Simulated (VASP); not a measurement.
# Sn (Fd-3m) in VASP: notebook

Runs on Sn. Level: r2SCAN. Tasks: single point.

Program: VASP 6.6.1. These are calculated values, not measurements. Logs are shortened: lines on timing, memory, paths and dates and some standing lists are left out, and cuts for length are marked.

**1. The cell of the first run**

The structure is cubic, space group Fd-3m (No. 227). The conventional cell has a = 6.566 Å, b = 6.566 Å, c = 6.566 Å, α = 90.00°, β = 90.00°, γ = 90.00°. Within 3.7 Å of Sn (site symmetry -43m) lie 4 Sn at 2.84 Å.

This isn't the form of Sn at room conditions, which is tetragonal (white tin).

**2. Single point, r2SCAN**

The input, POSCAR:

```
Sn
1.0
    0.0000000000      3.2831505626      3.2831505626
    3.2831505626      0.0000000000      3.2831505626
    3.2831505626      3.2831505626      0.0000000000
Sn
2
Direct
    1.0000000000      1.0000000000      1.0000000000
    0.2500000000      0.2500000000      0.2500000000
```

The input, INCAR.step1:

```
PREC = Accurate
ENCUT = 520
ISMEAR = 1
SIGMA = 0.05
LREAL = False
LASPH = True
NELM = 100
NBANDS = 21
GGA = PE
ALGO = Normal
EDIFF = 1E-4
LWAVE = True
LCHARG = False
```

The input, INCAR.step2:

```
PREC = Accurate
ENCUT = 520
EDIFF = 1E-6
ISMEAR = 1
SIGMA = 0.05
LREAL = False
LASPH = True
NELM = 100
ALGO = Normal
ISIF = 2
LWAVE = False
LCHARG = False
METAGGA = R2SCAN
LMIXTAU = True
NBANDS = 21
ISTART = 1
```

The input, KPOINTS:

```
regular mesh
0
Gamma
  12 12 12
```

Potentials or basis: VASP PAW PBE potentials, release 64 (Sn_d).

Launch:

```sh
$ cat potpaw_PBE.64/Sn_d/POTCAR > POTCAR
$ cp INCAR.step1 INCAR
$ mpirun -np 1 vasp_std > vasp.out
$ cp INCAR.step2 INCAR
$ mpirun -np 1 vasp_std > vasp.out
```

OUTCAR:

```text
PREC = Accurate
   ENCUT = 520
   EDIFF = 1E-6
   ISMEAR = 1
   LREAL = False
   LASPH = True
   NELM = 100
   ISIF = 2
   METAGGA = R2SCAN
   ISTART = 1

 ion  position               nearest neighbor table
   1  0.000  0.000  0.000-   2 2.84   2 2.84   2 2.84   2 2.84
   2  0.250  0.250  0.250-   1 2.84   1 2.84   1 2.84   1 2.84

  LATTYP: Found a face centered cubic cell.
 ALAT       =     6.5663011252

  Lattice vectors:

 A1 = (   0.0000000000,   3.2831505626,   3.2831505626)
 A2 = (   3.2831505626,   0.0000000000,   3.2831505626)
 A3 = (   3.2831505626,   3.2831505626,   0.0000000000)

Analysis of symmetry for initial positions (statically):
=====================================================================
 Subroutine PRICEL returns:
 Original cell was already a primitive cell.

 Routine SETGRP: Setting up the symmetry group for a
 face centered cubic supercell.

 Subroutine GETGRP returns: Found 48 space group operations
 (whereof 24 operations were pure point group operations)
 out of a pool of 48 trial point group operations.

The static configuration has the point symmetry T_d .
 The point group associated with its full space group is O_h .

Analysis of symmetry for dynamics (positions and initial velocities):
=====================================================================
 Subroutine PRICEL returns:
 Original cell was already a primitive cell.

 Routine SETGRP: Setting up the symmetry group for a
 face centered cubic supercell.

 Subroutine GETGRP returns: Found 48 space group operations
 (whereof 24 operations were pure point group operations)
 out of a pool of 48 trial point group operations.

The dynamic configuration has the point symmetry T_d .
 The point group associated with its full space group is O_h .

 Subroutine INISYM returns: Found 48 space group operations
 (whereof 24 operations are pure point group operations),
 and found     1 'primitive' translations

----------------------------------------------------------------------------------------

                                     Primitive cell

  volume of cell :      70.7787

  direct lattice vectors                    reciprocal lattice vectors
     0.000000000  3.283150563  3.283150563    -0.152292742  0.152292742  0.152292742
     3.283150563  0.000000000  3.283150563     0.152292742 -0.152292742  0.152292742
     3.283150563  3.283150563  0.000000000     0.152292742  0.152292742 -0.152292742

  length of vectors
     4.643076053  4.643076053  4.643076053     0.263778766  0.263778766  0.263778766

  position of ions in fractional coordinates (direct lattice)
     0.000000000  0.000000000  0.000000000
     0.250000000  0.250000000  0.250000000

  ion indices of the primitive-cell ions
   primitive index   ion index
                 1           1
                 2           2

----------------------------------------------------------------------------------------

 KPOINTS: regular mesh

Automatic generation of k-mesh.
 Grid dimensions read from file:
 generate k-points for:   12   12   12

 Generating k-lattice:

  Cartesian coordinates                     Fractional coordinates (reciprocal lattice)
    -0.012691062  0.012691062  0.012691062     0.083333333  0.000000000  0.000000000
     0.012691062 -0.012691062  0.012691062     0.000000000  0.083333333  0.000000000
     0.012691062  0.012691062 -0.012691062     0.000000000  0.000000000  0.083333333

  Length of vectors
     0.021981564  0.021981564  0.021981564

  Shift w.r.t. Gamma in fractional coordinates (k-lattice)
     0.000000000  0.000000000  0.000000000

 Subroutine IBZKPT returns following result:
 ===========================================

 Found     72 irreducible k-points:

 Following reciprocal coordinates:
            Coordinates               Weight
  0.000000  0.000000  0.000000      1.000000
  0.083333  0.000000  0.000000      8.000000
  0.166667  0.000000  0.000000      8.000000
  0.250000  0.000000  0.000000      8.000000
  0.333333  0.000000  0.000000      8.000000
  0.416667  0.000000  0.000000      8.000000
[... 16 lines left out ...]
  0.500000  0.166667  0.000000     24.000000
 -0.416667  0.166667  0.000000     24.000000
 [... further k-points ...]
   k-points           NKPTS =     72   k-points in BZ     NKDIM =     72   number of bands    NBANDS=     21
   number of dos      NEDOS =    301   number of ions     NIONS =      2
   total plane-waves  NPLWV =  46656
   dimension x,y,z NGX =    36 NGY =   36 NGZ =   36
   dimension x,y,z NGXF=    72 NGYF=   72 NGZF=   72
   ions per type =               2
   NGX,Y,Z   is equivalent  to a cutoff of  12.89, 12.89, 12.89 a.u.
   NGXF,Y,Z  is equivalent  to a cutoff of  25.78, 25.78, 25.78 a.u.
 SYSTEM =  unknown system
   PREC   = accura    normal or accurate (medium, high low for compatibility)
   ISTART =      1    job   : 0-new  1-cont  2-samecut
   ICHARG =      0    charge: 1-file 2-atom 10-const
   ISPIN  =      1    spin polarized calculation?
   LNONCOLLINEAR =      F non collinear calculations
   LSORBIT =      F    spin-orbit coupling
   LASPH  =      T    aspherical Exc in radial PAW
   ENCUT  =  520.0 eV  38.22 Ry    6.18 a.u.   8.63  8.63  8.63*2*pi/ulx,y,z
   NELM   =    100;   NELMIN=  2; NELMDL=  0     # of ELM steps
   EDIFF  = 0.1E-05   stopping-criterion for ELM
   LREAL  =      F    real-space projection
[... 7 lines left out ...]
   TEBEG  =    0.0;   TEEND  =   0.0 temperature during run
   PSTRESS=    0.0 pullay stress
   NELECT =      28.0000    total number of electrons
   NUPDOWN=      -1.0000    fix difference up-down
   EMIN   =  10.00;   EMAX   =-10.00  energy-range for DOS
   EFERMI =   0.00;   METHOD = LEGACY
   ISMEAR =     1;   SIGMA  =   0.05  broadening in eV -4-tet -1-fermi 0-gaus
   EFERMI_NEDOS =   21; number of points for ismear=-14 and -15
   IALGO  =     38    algorithm
   IMIX   =      4    mixing-type and parameters
     AMIX     =   0.40;   BMIX     =  1.00
     AMIX_MAG =   1.60;   BMIX_MAG =  1.00
  volume/ion in A,a.u.               =      35.39       238.82
  Fermi-wavevector in a.u.,A,eV,Ry     =   1.201785  2.271044 19.650714  1.444287
  Thomas-Fermi vector in A             =   2.337584
   LORBIT       =      0    0 simple, 1 ext, 2 COOP (PROOUT), +10 PAW based schemes
   METAGGA = R2SCAN    functional components
   LHFCALC =     F    Hartree Fock is set to
   AEXX    =    0.0000 exact exchange contribution
   IVDW    =     0    specifies the selected vdW correction
   LEPSILON=     F    determine dielectric tensor
   LRPA    =     F    only Hartree local field effects (RPA)
 non-spin polarized calculation
 Methfessel and Paxton  Order N= 1 SIGMA  =   0.05
  energy-cutoff  :      520.00
  volume of cell :       70.78
 maximum number of plane-waves:      1932
   NGX = 17   NGY = 17   NGZ = 17

 number of electron      27.9999984 magnetization

 Free energy of the ion-electron system (eV)
  ---------------------------------------------------
  ext. energy  EPLUGINS =         0.00000000
  ---------------------------------------------------
  free energy    TOTEN  =       -49.49536334 eV

  energy without entropy =      -49.49536847  energy(sigma->0) =      -49.49536505

 E-fermi :   5.2278     XC(G=0):  -9.4258

 val. band max:        5.2139792306   @ k =   0.0000   0.0000   0.0000
 cond. band min:       5.2735583540   @ k =   0.5000   0.0000   0.0000
 fundamental gap:      0.0595791234
 Fermi energy:         5.2278477179

 k-point     1 :       0.0000    0.0000    0.0000
  band No.  band energies     occupation
      1     -17.1264      2.00000
      2     -17.1264      2.00000
      3     -17.1264      2.00000
      4     -17.0647      2.00000
      5     -17.0647      2.00000
      6     -16.7696      2.00000
[... 13 lines left out ...]
     20      13.3889      0.00000
     21      13.3889      0.00000

 k-point     2 :       0.0833    0.0000    0.0000
  band No.  band energies     occupation
      1     -17.1317      2.00000
      2     -17.1317      2.00000
      3     -17.1248      2.00000
      4     -17.0573      2.00000
      5     -17.0573      2.00000
      6     -16.7800      2.00000
[... 13 lines left out ...]
     20      12.8489      0.00000
     21      12.8489      0.00000

 k-point     3 :       0.1667    0.0000    0.0000
  band No.  band energies     occupation
      1     -17.1419      2.00000
      2     -17.1419      2.00000
      3     -17.1203      2.00000
      4     -17.0419      2.00000
      5     -17.0419      2.00000
      6     -16.7950      2.00000
[... 13 lines left out ...]
     20      12.3987      0.00000
     21      12.3987      0.00000

 k-point     4 :       0.2500    0.0000    0.0000
  band No.  band energies     occupation
      1     -17.1510      2.00000
      2     -17.1510      2.00000
      3     -17.1139      2.00000
      4     -17.0262      2.00000
      5     -17.0262      2.00000
      6     -16.8076      2.00000
[... 13 lines left out ...]
     20      12.3650      0.00000
     21      12.3650      0.00000

 k-point     5 :       0.3333    0.0000    0.0000
  band No.  band energies     occupation
      1     -17.1573      2.00000
      2     -17.1573      2.00000
      3     -17.1073      2.00000
      4     -17.0144      2.00000
      5     -17.0144      2.00000
      6     -16.8161      2.00000
[... 13 lines left out ...]
     20      12.8211      0.00000
     21      12.8211      0.00000
[... 382 lines left out ...]
     20      13.2292      0.00000
     21      13.8374      0.00000

 k-point    22 :       0.4167    0.1667    0.0000
  band No.  band energies     occupation
      1     -17.1777      2.00000
      2     -17.1620      2.00000
      3     -17.0901      2.00000
      4     -17.0004      2.00000
      5     -16.9736      2.00000
      6     -16.8811      2.00000
[... 13 lines left out ...]
     20      13.7580      0.00000
     21      14.4335      0.00000

 k-point    23 :       0.5000    0.1667    0.0000
  band No.  band energies     occupation
      1     -17.1837      2.00000
      2     -17.1667      2.00000
      3     -17.0752      2.00000
      4     -16.9881      2.00000
      5     -16.9776      2.00000
      6     -16.8724      2.00000
[... 13 lines left out ...]
     20      14.2303      0.00000
     21      14.4473      0.00000

 k-point    24 :      -0.4167    0.1667    0.0000
  band No.  band energies     occupation
      1     -17.1844      2.00000
      2     -17.1694      2.00000
      3     -17.0681      2.00000
      4     -16.9894      2.00000
      5     -16.9796      2.00000
      6     -16.8540      2.00000
[... 13 lines left out ...]
     20      13.3447      0.00000
     21      13.6281      0.00000

 [... further k-points ...]
[... 5 lines left out ...]
  --------------------------------------------------------------------------------------
  -------------------------------------------------------------------------------------
  Total       -0.0233748     -0.0233748     -0.0233748      0.0000000      0.0000000      0.0000000
  in kB       -0.5291234     -0.5291234     -0.5291234      0.0000000      0.0000000      0.0000000
  external PRESSURE =      -0.5291234 kB  Pullay stress =       0.0000000 kB

 VOLUME and BASIS-vectors are now :
 -----------------------------------------------------------------------------
  energy-cutoff  :      520.00
  volume of cell :       70.78
      direct lattice vectors                 reciprocal lattice vectors
     0.000000000  3.283150563  3.283150563    -0.152292742  0.152292742  0.152292742
     3.283150563  0.000000000  3.283150563     0.152292742 -0.152292742  0.152292742
     3.283150563  3.283150563  0.000000000     0.152292742  0.152292742 -0.152292742

 POSITION                                       TOTAL-FORCE (eV/Angst)
 -----------------------------------------------------------------------------------
      0.00000      0.00000      0.00000        -0.000000     -0.000000     -0.000000
      1.64158      1.64158      1.64158         0.000000      0.000000      0.000000
 -----------------------------------------------------------------------------------
    total drift:                                0.000000      0.000000      0.000000

  FREE ENERGIE OF THE ION-ELECTRON SYSTEM (eV)
  ---------------------------------------------------
  free  energy   TOTEN  =       -49.4953633420 eV

  energy  without entropy=      -49.4953684737  energy(sigma->0) =      -49.49536505
```

Wall time 5.2 min (1 thread of Intel Xeon 8259CL, shared host); peak memory 0.27 GiB.

What came out:

| Item | Value |
| --- | --- |
| Free energy | -49.4954 eV |
| Pressure | -0.1 GPa |
| Band gap on the k mesh | zero (filled and empty bands touch) |

Caveat: the PAW data sets were made with another functional, which shifts forces and pressure a little; spin-orbit coupling is left out, which moves the levels of the heavy elements.

**3. Single point, r2SCAN**

This run uses another cell than the first one, of 35.74 Å³/atom.

The input, POSCAR:

```
Sn
1.0
    0.0000000000      3.2940581197      3.2940581197
    3.2940581197      0.0000000000      3.2940581197
    3.2940581197      3.2940581197      0.0000000000
Sn
2
Direct
    1.0000000000      1.0000000000      1.0000000000
    0.2500000000      0.2500000000      0.2500000000
```

The input, INCAR.step1:

```
SYSTEM = Sn
  PREC = Accurate
  ENCUT = 520
  ISMEAR = 1
  SIGMA = 0.05
  LREAL = .False.
  LASPH = .True.
  NELM = 100
  NBANDS = 21
  GGA = PE
  ALGO = Normal
  EDIFF = 1E-4
  LWAVE = .True.
  LCHARG = .False.
```

The input, INCAR.step2:

```
SYSTEM = Sn
  PREC = Accurate
  ENCUT = 520
  EDIFF = 1E-6
  ISMEAR = 1
  SIGMA = 0.05
  LREAL = .False.
  LASPH = .True.
  NELM = 100
  ALGO = Normal
  ISIF = 2
  LWAVE = .False.
  LCHARG = .False.
  METAGGA = R2SCAN
  LMIXTAU = .True.
  NBANDS = 21
  ISTART = 1
```

The input, KPOINTS:

```
Automatic mesh
0
Gamma
  12 12 12
  0 0 0
```

Potentials or basis: VASP PAW PBE potentials, release 64 (Sn_d).

Launch:

```sh
$ cat potpaw_PBE.64/Sn_d/POTCAR > POTCAR
$ cp INCAR.step1 INCAR
$ mpirun -np 1 vasp_std > vasp.out
$ cp INCAR.step2 INCAR
$ mpirun -np 1 vasp_std > vasp.out
```

OUTCAR:

```text
SYSTEM = Sn
   PREC = Accurate
   ENCUT = 520
   EDIFF = 1E-6
   ISMEAR = 1
   LREAL = .False.
   LASPH = .True.
   NELM = 100
   ISIF = 2
   METAGGA = R2SCAN
   ISTART = 1

 ion  position               nearest neighbor table
   1  0.000  0.000  0.000-   2 2.85   2 2.85   2 2.85   2 2.85
   2  0.250  0.250  0.250-   1 2.85   1 2.85   1 2.85   1 2.85

  LATTYP: Found a face centered cubic cell.
 ALAT       =     6.5881162394

  Lattice vectors:

 A1 = (   0.0000000000,   3.2940581197,   3.2940581197)
 A2 = (   3.2940581197,   0.0000000000,   3.2940581197)
 A3 = (   3.2940581197,   3.2940581197,   0.0000000000)

Analysis of symmetry for initial positions (statically):
=====================================================================
 Subroutine PRICEL returns:
 Original cell was already a primitive cell.

 Routine SETGRP: Setting up the symmetry group for a
 face centered cubic supercell.

 Subroutine GETGRP returns: Found 48 space group operations
 (whereof 24 operations were pure point group operations)
 out of a pool of 48 trial point group operations.

The static configuration has the point symmetry T_d .
[... 156 lines left out ...]
  ---------------------------------------------------
  ext. energy  EPLUGINS =         0.00000000
  ---------------------------------------------------
  free energy    TOTEN  =       -49.49454999 eV

  energy without entropy =      -49.49454707  energy(sigma->0) =      -49.49454902

 E-fermi :   5.1203     XC(G=0):  -9.3795

 val. band max:        5.1118902920   @ k =   0.0000   0.0000   0.0000
 cond. band min:       5.1507115124   @ k =   0.5000   0.0000   0.0000
 fundamental gap:      0.0388212204
 Fermi energy:         5.1203323802

 k-point     1 :       0.0000    0.0000    0.0000
  band No.  band energies     occupation
      1     -17.2109      2.00000
      2     -17.2109      2.00000
      3     -17.2109      2.00000
      4     -17.1505      2.00000
      5     -17.1505      2.00000
      6     -16.8631      2.00000
[... 565 lines left out ...]
     20      13.2193      0.00000
     21      13.5005      0.00000

 [... further k-points ...]
[... 5 lines left out ...]
  --------------------------------------------------------------------------------------
  -------------------------------------------------------------------------------------
  Total       -0.2028692     -0.2028692     -0.2028692      0.0000000      0.0000000      0.0000000
  in kB       -4.5467701     -4.5467701     -4.5467701      0.0000000      0.0000000      0.0000000
  external PRESSURE =      -4.5467701 kB  Pullay stress =       0.0000000 kB

 VOLUME and BASIS-vectors are now :
 -----------------------------------------------------------------------------
  energy-cutoff  :      520.00
  volume of cell :       71.49
      direct lattice vectors                 reciprocal lattice vectors
     0.000000000  3.294058120  3.294058120    -0.151788457  0.151788457  0.151788457
     3.294058120  0.000000000  3.294058120     0.151788457 -0.151788457  0.151788457
     3.294058120  3.294058120  0.000000000     0.151788457  0.151788457 -0.151788457

 POSITION                                       TOTAL-FORCE (eV/Angst)
 -----------------------------------------------------------------------------------
      0.00000      0.00000      0.00000        -0.000000     -0.000000      0.000000
      1.64703      1.64703      1.64703         0.000000      0.000000      0.000000
 -----------------------------------------------------------------------------------
    total drift:                                0.000000      0.000000      0.000000

  FREE ENERGIE OF THE ION-ELECTRON SYSTEM (eV)
  ---------------------------------------------------
  free  energy   TOTEN  =       -49.4945499925 eV

  energy  without entropy=      -49.4945470682  energy(sigma->0) =      -49.49454902
```

OSZICAR.step1:

```text
N       E                     dE             d eps       ncg     rms          rms(c)
DAV:   1     0.227338579059E+03    0.22734E+03   -0.14485E+04  3059   0.188E+03
DAV:   2     0.172489214415E+02   -0.21009E+03   -0.20584E+03  3039   0.447E+02
DAV:   3    -0.690307821787E+01   -0.24152E+02   -0.24014E+02  3539   0.140E+02
DAV:   4    -0.770166318960E+01   -0.79858E+00   -0.79826E+00  3459   0.283E+01
DAV:   5    -0.773478508269E+01   -0.33122E-01   -0.33121E-01  4568   0.537E+00    0.301E+00
DAV:   6    -0.769911543152E+01    0.35670E-01   -0.25816E-02  4108   0.201E+00    0.177E+00
DAV:   7    -0.768239184756E+01    0.16724E-01   -0.40718E-02  3254   0.211E+00    0.157E-01
DAV:   8    -0.768412666820E+01   -0.17348E-02   -0.54978E-03  3434   0.827E-01    0.493E-02
DAV:   9    -0.768453240760E+01   -0.40574E-03   -0.50697E-04  2653   0.154E-01    0.114E-02
DAV:  10    -0.768455311230E+01   -0.20705E-04   -0.40605E-05  2795   0.524E-02
   1 F= -.76845531E+01 E0= -.76844833E+01  d E =-.209316E-03
```

Run time: 9.3 min. Hardware: 1 thread of Intel Xeon 8259CL, shared host; peak memory 0.27 GiB.

Results:

```yaml
Free_energy: -49.4945 eV
Pressure: -0.5 GPa
Band_gap_on_the_k_mesh: zero (filled and empty bands touch)
```

Caveat: the PAW data sets were made with another functional, which shifts forces and pressure a little; spin-orbit coupling is left out, which moves the levels of the heavy elements.

The gap in the log of VASP goes by the Fermi energy; the results here count the filled bands.